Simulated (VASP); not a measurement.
# SnTe (R-3m) in VASP: notebook, part 3 of 3

VASP 6.6.1. The steps go on from the part before.

**4. Single point, LDA**

This run uses another cell than the first one, of the same volume but with other edges.

INCAR reads:

```
ALGO = Normal
EDIFF = 1E-6
ENCUT = 520
GGA = CA
ISIF = 2
ISMEAR = 0
LASPH = T
LCHARG = F
LREAL = F
LWAVE = F
NBANDS = 17
NELM = 60
PREC = Accurate
SIGMA = 0.03
```

KPOINTS reads:

```
k-points
0
Gamma
  10 10 10
```

POSCAR reads:

```
SnTe
1.0
   -0.3332213491      2.9989921423      2.9989921423
    2.9989921423     -0.3332213491      2.9989921423
    2.9989921423      2.9989921423     -0.3332213491
Sn Te
1 1
Direct
    0.0000000000      0.0000000000      0.0000000000
    0.5000000000      0.5000000000      0.5000000000
```

Potentials or basis: VASP PAW LDA potentials, release 64 (Sn_d, Te).

Command:

```console
cat potpaw_LDA.64/Sn_d/POTCAR potpaw_LDA.64/Te/POTCAR > POTCAR
mpirun -np 1 vasp_std > vasp.out
```

OUTCAR:

```text
EDIFF = 1E-6
   ENCUT = 520
   GGA = CA
   ISIF = 2
   ISMEAR = 0
   LASPH = T
   LREAL = F
   NELM = 60
   PREC = Accurate

 ion  position               nearest neighbor table
   1  0.000  0.000  0.000-   2 3.17   2 3.17   2 3.17   2 3.17   2 3.17   2 3.17
   2  0.500  0.500  0.500-   1 3.17   1 3.17   1 3.17   1 3.17   1 3.17   1 3.17

  LATTYP: Found a trigonal (rhomboedric) cell.
 ALAT       =     4.2542853932
 COS(alpha) =     0.3865030675

  Lattice vectors:

 A1 = (  -0.3332213491,   2.9989921423,   2.9989921423)
 A2 = (   2.9989921423,  -0.3332213491,   2.9989921423)
 A3 = (   2.9989921423,   2.9989921423,  -0.3332213491)

Analysis of symmetry for initial positions (statically):
=====================================================================
 Subroutine PRICEL returns:
 Original cell was already a primitive cell.

 Routine SETGRP: Setting up the symmetry group for a
 trigonal (rhombohedral) supercell.

 Subroutine GETGRP returns: Found 12 space group operations
 (whereof 12 operations were pure point group operations)
 out of a pool of 12 trial point group operations.

The static configuration has the point symmetry D_3d.

Analysis of symmetry for dynamics (positions and initial velocities):
=====================================================================
 Subroutine PRICEL returns:
 Original cell was already a primitive cell.

 Routine SETGRP: Setting up the symmetry group for a
 trigonal (rhombohedral) supercell.

 Subroutine GETGRP returns: Found 12 space group operations
 (whereof 12 operations were pure point group operations)
 out of a pool of 12 trial point group operations.

The dynamic configuration has the point symmetry D_3d.

[... 111 lines left out ...]
   EMIN   =  10.00;   EMAX   =-10.00  energy-range for DOS
   EFERMI =   0.00;   METHOD = LEGACY
   ISMEAR =     0;   SIGMA  =   0.03  broadening in eV -4-tet -1-fermi 0-gaus
   EFERMI_NEDOS =   21; number of points for ismear=-14 and -15
   IALGO  =     38    algorithm
   IMIX   =      4    mixing-type and parameters
     AMIX     =   0.40;   BMIX     =  1.00
     AMIX_MAG =   1.60;   BMIX_MAG =  1.00
  volume/ion in A,a.u.               =      31.45       212.23
  Fermi-wavevector in a.u.,A,eV,Ry     =   1.117384  2.111549 16.987507  1.248547
  Thomas-Fermi vector in A             =   2.254006
   LORBIT       =      0    0 simple, 1 ext, 2 COOP (PROOUT), +10 PAW based schemes
   GGA     = CA    functional components
   LHFCALC =     F    Hartree Fock is set to
   AEXX    =    0.0000 exact exchange contribution
   IVDW    =     0    specifies the selected vdW correction
   LEPSILON=     F    determine dielectric tensor
   LRPA    =     F    only Hartree local field effects (RPA)
 non-spin polarized calculation
 Gauss-broadening in eV      SIGMA  =   0.03
  energy-cutoff  :      520.00
  volume of cell :       62.90
 maximum number of plane-waves:      1716
   NGX = 15   NGY = 15   NGZ = 15

 number of electron      20.0000003 magnetization

 Free energy of the ion-electron system (eV)
  ---------------------------------------------------
  ext. energy  EPLUGINS =         0.00000000
  ---------------------------------------------------
  free energy    TOTEN  =        -8.72514601 eV

  energy without entropy =       -8.72499539  energy(sigma->0) =       -8.72507070

 E-fermi :   6.4771     XC(G=0):  -9.7324

 val. band max:        6.4574994723   @ k =  -0.4000   0.1000  -0.0000
 cond. band min:       6.5227830057   @ k =   0.5000   0.5000   0.4000
 fundamental gap:      0.0652835334
 Fermi energy:         6.4771137173

 k-point     1 :       0.0000    0.0000    0.0000
  band No.  band energies     occupation
      1     -15.1620      2.00000
      2     -15.1620      2.00000
      3     -15.1516      2.00000
      4     -15.1496      2.00000
      5     -15.1496      2.00000
      6      -6.0763      2.00000
[... 457 lines left out ...]
      4     -15.1443      2.00000
      5     -15.1413      2.00000
      6      -4.8965      2.00000
[... 9 lines left out ...]
     16      15.4494      0.00000
     17      16.1055      0.00000

 [... further k-points ...]

------------------------ aborting loop because EDIFF is reached ----------------------------------------

  FORCE on cell =-STRESS in cart. coord.  units (eV):
  Direction    XX          YY          ZZ          XY          YZ          ZX
  --------------------------------------------------------------------------------------
  -------------------------------------------------------------------------------------
  Total       -0.8937957     -0.8937957     -0.8937957      0.4974976      0.4974976      0.4974976
  in kB      -22.7667720    -22.7667720    -22.7667720     12.6722632     12.6722632     12.6722632
  external PRESSURE =     -22.7667720 kB  Pullay stress =       0.0000000 kB

 VOLUME and BASIS-vectors are now :
 -----------------------------------------------------------------------------
  energy-cutoff  :      520.00
  volume of cell :       62.90
      direct lattice vectors                 reciprocal lattice vectors
    -0.333221349  2.998992142  2.998992142    -0.141223915  0.158876905  0.158876905
     2.998992142 -0.333221349  2.998992142     0.158876905 -0.141223915  0.158876905
     2.998992142  2.998992142 -0.333221349     0.158876905  0.158876905 -0.141223915

 POSITION                                       TOTAL-FORCE (eV/Angst)
 -----------------------------------------------------------------------------------
      0.00000      0.00000      0.00000         0.000000     -0.000000      0.000000
      2.83238      2.83238      2.83238         0.000000      0.000000     -0.000000
 -----------------------------------------------------------------------------------
    total drift:                                0.000000     -0.000000     -0.000000

  FREE ENERGIE OF THE ION-ELECTRON SYSTEM (eV)
  ---------------------------------------------------
  free  energy   TOTEN  =        -8.7251460143 eV

  energy  without entropy=       -8.7249953908  energy(sigma->0) =       -8.72507070
```

OSZICAR:

```text
N       E                     dE             d eps       ncg     rms          rms(c)
DAV:   1     0.125918803719E+03    0.12592E+03   -0.95462E+03  3971   0.134E+03
DAV:   2     0.311610517524E+01   -0.12280E+03   -0.11967E+03  4209   0.332E+02
DAV:   3    -0.844574941858E+01   -0.11562E+02   -0.11433E+02  4808   0.901E+01
DAV:   4    -0.878629716378E+01   -0.34055E+00   -0.34025E+00  4850   0.161E+01
DAV:   5    -0.879969798092E+01   -0.13401E-01   -0.13400E-01  5831   0.313E+00    0.449E+00
DAV:   6    -0.873018540929E+01    0.69513E-01   -0.15360E-01  5387   0.259E+00    0.288E+00
DAV:   7    -0.872597445237E+01    0.42110E-02   -0.43238E-02  5139   0.101E+00    0.852E-01
DAV:   8    -0.872515000879E+01    0.82444E-03   -0.55797E-03  4930   0.581E-01    0.143E-01
DAV:   9    -0.872515286566E+01   -0.28569E-05   -0.49276E-04  5404   0.166E-01    0.439E-02
DAV:  10    -0.872514633765E+01    0.65280E-05   -0.37207E-05  5098   0.443E-02    0.276E-02
DAV:  11    -0.872514606725E+01    0.27040E-06   -0.14801E-05  5376   0.286E-02    0.135E-02
DAV:  12    -0.872514601432E+01    0.52933E-07   -0.12475E-06  3392   0.794E-03
   1 F= -.87251460E+01 E0= -.87250707E+01  d E =-.150623E-03
```

Run time: 93 s. Hardware: 1 thread of Intel Xeon 8259CL, shared host; peak memory 0.25 GiB.

Results:

| Property | Result |
| --- | --- |
| Free energy | -8.7251 eV |
| Pressure | -2.3 GPa |
| Band gap on the k mesh | zero (bands 10 and 11 overlap by 0.77 eV) |

Stress tensor (GPa, compression positive):
```
-2.28  1.27  1.27
 1.27 -2.28  1.27
 1.27  1.27 -2.28
```

Caveat: semilocal functionals underestimate gaps, and a narrow one can read as zero; spin-orbit coupling is left out, which moves the levels of the heavy elements.

**5. Single point, LDA**

This run uses another cell than the first one, of the same volume but with other edges.

INCAR reads:

```
PREC = Accurate
ENCUT = 520
EDIFF = 1E-7
ISMEAR = 0
SIGMA = 0.03
LREAL = F
LASPH = T
NELM = 60
ALGO = Normal
ISIF = 2
LWAVE = F
LCHARG = F
GGA = CA
NBANDS = 17
```

KPOINTS reads:

```
Automatic mesh
0
Gamma
  10 10 10
```

POSCAR reads:

```
SnTe
1.0
    0.3960506967      3.3664309219      3.3664309219
    3.3664309219      0.3960506967      3.3664309219
    3.3664309219      3.3664309219      0.3960506967
Sn Te
1 1
Direct
    0.0000000000      0.0000000000      0.0000000000
    0.5000000000      0.5000000000      0.5000000000
```

Command:

```console
cat potpaw_LDA.64/Sn_d/POTCAR potpaw_LDA.64/Te/POTCAR > POTCAR
mpirun -np 1 vasp_std > vasp.out
```

Run time: 2.5 min. Hardware: 1 thread of Intel Xeon 8259CL, shared host; peak memory 0.26 GiB.

Results (log left out):

```
Free energy            : -8.6787 eV
Pressure               : -2.5 GPa
Band gap on the k mesh : zero (bands 10 and 11 overlap by 1.54 eV)
```

Stress tensor (GPa, compression positive):
```
-2.47 -1.93 -1.93
-1.93 -2.47 -1.93
-1.93 -1.93 -2.47
```

Levels at points of the mesh, in eV from the Fermi level:
```
           k point  band 6  band 7  band 8  band 9  band 10  band 11  band 12  band 13  band 14  band 15
(0.00, 0.00, 0.00)  -12.39   -4.84   -2.91   -1.04    -1.04     3.59     3.59     4.13     4.32     5.97
(0.50, 0.00, 0.00)  -11.00   -7.78   -1.97   -1.18    -0.61     0.04     0.66     0.90     6.82     7.00
(0.50, 0.50, 0.00)  -10.80   -6.23   -5.13   -3.83    -2.63     2.72     4.69     4.82     6.02     8.90
(0.50, 0.50, 0.50)  -11.42   -8.48   -0.69   -0.69     1.27     1.28     1.60     1.60     7.39     8.00
```

Caveat: spin-orbit coupling is left out, which moves the levels of the heavy elements.

**6. Single point, LDA**

This run uses another cell than the first one, of the same volume but with other edges.

INCAR reads:

```
  PREC = Accurate
  ENCUT = 520
  EDIFF = 1E-6
  ISMEAR = 0
  SIGMA = 0.03
  LREAL = F
  LASPH = T
  NELM = 60
  ALGO = Normal
  ISIF = 2
  LWAVE = F
  LCHARG = F
  GGA = CA
  NBANDS = 17
```

KPOINTS is that of step 5.

POSCAR reads:

```
SnTe
1.0
    1.2342304804      3.8790100813      3.8790100813
    3.8790100813      1.2342304804      3.8790100813
    3.8790100813      3.8790100813      1.2342304804
Sn Te
1 1
Direct
    0.0000000000      0.0000000000      0.0000000000
    0.5000000000      0.5000000000      0.5000000000
```

Potentials or basis: VASP PAW LDA potentials, release 64 (Sn_d, Te).

Command:

```console
cat potpaw_LDA.64/Sn_d/POTCAR potpaw_LDA.64/Te/POTCAR > POTCAR
mpirun -np 1 vasp_std > vasp.out
```

Wall time 3.7 min (1 thread of Intel Xeon 8259CL, shared host); peak memory 0.3 GiB.

The run converged. Its results:

| Property | Result |
| --- | --- |
| Free energy | -8.0083 eV |
| Pressure | -5.5 GPa |
| Band gap on the k mesh | zero (bands 10 and 11 overlap by 2.53 eV) |

Stress tensor (GPa, compression positive):
```
-5.55 -1.74 -1.74
-1.74 -5.55 -1.74
-1.74 -1.74 -5.55
```

Levels at points of the mesh, in eV from the Fermi level:
```tsv
k point	band 6	band 7	band 8	band 9	band 10	band 11	band 12	band 13	band 14	band 15
(0.00, 0.00, 0.00)	-12.28	-6.94	-4.43	0.88	0.88	4.67	4.67	5.27	5.82	8.00
(0.50, 0.00, 0.00)	-10.55	-7.03	-3.00	-2.10	-0.94	-0.29	0.49	2.07	5.20	5.93
(0.50, 0.50, 0.00)	-10.49	-6.11	-4.85	-3.99	-0.88	1.72	3.76	3.86	4.30	6.02
(0.50, 0.50, 0.50)	-11.84	-9.00	0.31	1.02	1.02	1.32	3.96	3.96	6.14	7.57
```

Caveat: the cell stands under tension; spin-orbit coupling is left out, which moves the levels of the heavy elements.

**7. Summary**

| cell | gap on the mesh (eV) | pressure (GPa) |
| --- | --- | --- |
| a = 5.127 Å, angles 45.7°, 2 atoms | none | -4.2 |
| a = 4.008 Å, angles 82.7°, 2 atoms | none | -5.4 |
| a = 4.254 Å, angles 67.3°, 2 atoms | none | -2.3 |
| a = 4.777 Å, angles 52.2°, 2 atoms | none | -2.5 |
| a = 5.623 Å, angles 38.9°, 2 atoms | none | -5.5 |

Alike in all rows: task single point; level LDA; potentials or basis VASP PAW LDA potentials, release 64 (Sn_d, Te); no spin polarisation; k mesh 10 × 10 × 10; cutoff (eV) 520; smearing gaussian 0.03 eV.

Caveats: spin-orbit coupling is left out, which moves the levels of the heavy elements; the cell stands under tension (at least some runs); semilocal functionals underestimate gaps, and a narrow one can read as zero (at least some runs).

Total energies depend on the potentials used, so only differences within one code and one set of settings carry meaning.

The gap in the log of VASP goes by the Fermi energy; the results here count the filled bands.